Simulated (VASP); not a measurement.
LiSi3N2: relaxation of cell and atoms with PBE

The system is LiSi3N2.

```
Li Si N
1.0
     4.43444    0.00000    0.00000
    -2.21722    3.84034    0.00000
     0.00000    0.00000    4.91598
Li Si N
1 3 2
Direct
  0.33333 0.66667 0.50000
  0.00000 0.00000 0.76240
  0.00000 0.00000 0.23760
  0.66667 0.33333 0.00000
  0.33333 0.66667 0.12231
  0.33333 0.66667 0.87769
```

The cell was generated, and may not be a known phase.

```yaml
Program: VASP 6.6.1
Task: relaxation of cell and atoms
Functional: PBE
Potentials_or_basis: VASP PAW PBE potentials, release 64 (Li_sv, Si, N)
Cutoff: 600 eV
k_mesh: 12 × 12 × 8
Occupations: gaussian, width 0.1 eV
Spin: no spin polarisation
Dipole_correction: no
Further_INCAR_settings: ALGO = Fast; EDIFF = 1e-06; IBRION = 2; EDIFFG = -0.01; NSW = 100; ISIF = 3
```

The relaxed volume is 13.76 Å³/atom, the relaxed cell is a = 4.418 Å, b = 4.418 Å, c = 4.884 Å, α = 90.00°, β = 90.00°, γ = 120.00° and the space group after relaxing (to 0.1 Å) is P-6m2 (No. 187). The energy gained by relaxing is 3.2 meV/atom, the ionic steps are 10 and the pressure after relaxing is 0.0 GPa. The largest force after relaxing is 0.007 eV/Å. The band gap on the k mesh is zero (an odd number of electrons rules out a gap without spin polarisation).

Forces in eV/Å, atoms in the order of the input:
```
Li   0.000  0.000  0.000
Si   0.000  0.000 -0.007
Si   0.000  0.000  0.007
Si   0.000  0.000  0.000
N    0.000  0.000 -0.002
N    0.000  0.000  0.002
```

The path:
```
step  energy change (eV)  largest force (eV/Å)  pressure (GPa)  volume (Å³)
   1              0.0000                0.6179           -0.04        83.72
   2              0.0728                2.8764           -3.96        83.68
   3             -0.0123                0.2135           -1.00        83.71
   4             -0.0124                0.2110           -0.88        83.71
   5             -0.0182                0.0491           -0.37        82.94
   6             -0.0187                0.0394           -0.14        82.62
   7             -0.0183                0.3038            0.38        82.48
   8             -0.0189                0.0816            0.03        82.57
   9             -0.0189                0.0721           -0.01        82.52
  10             -0.0190                0.0071            0.00        82.54
```

Final structure:
```
Li Si N
1.0
     4.41765    0.00000    0.00000
    -2.20883    3.82580    0.00000
     0.00000    0.00000    4.88372
Li Si N
1 3 2
Direct
  0.33333 0.66667 0.50000
  0.00000 0.00000 0.75883
  0.00000 0.00000 0.24117
  0.66667 0.33333 0.00000
  0.33333 0.66667 0.12398
  0.33333 0.66667 0.87602
```

Levels at points of the mesh, in eV from the Fermi level:
| k point | band 10 | band 11 | band 12 | band 13 | band 14 | band 15 |
| --- | --- | --- | --- | --- | --- | --- |
| (0.00, 0.00, 0.00) | -2.61 | -2.60 | -2.60 | 0.01 | 0.01 | 3.08 |
| (0.50, 0.00, 0.00) | -3.40 | -0.98 | -0.76 | -0.73 | 0.66 | 2.17 |
| (0.00, 0.00, 0.50) | -2.10 | -2.10 | -1.14 | -1.14 | 0.50 | 1.35 |
| (0.50, 0.00, 0.50) | -2.96 | -2.20 | -0.29 | 1.24 | 1.73 | 2.77 |

Run time: 45 min on 1 thread of Oxide Virtual Turin-like Processor, with other jobs on the host, peak memory 0.29 GiB.

Caveat: the cutoff is under 1.25 times the usual one of these potentials, so pressure, stress and relaxed cells hold a basis-set (Pulay) error; the standard files for N, O and F lose accuracy on very short bonds; an odd number of electrons without spin polarisation forces a metal; a magnetic or distorted state may lie lower.
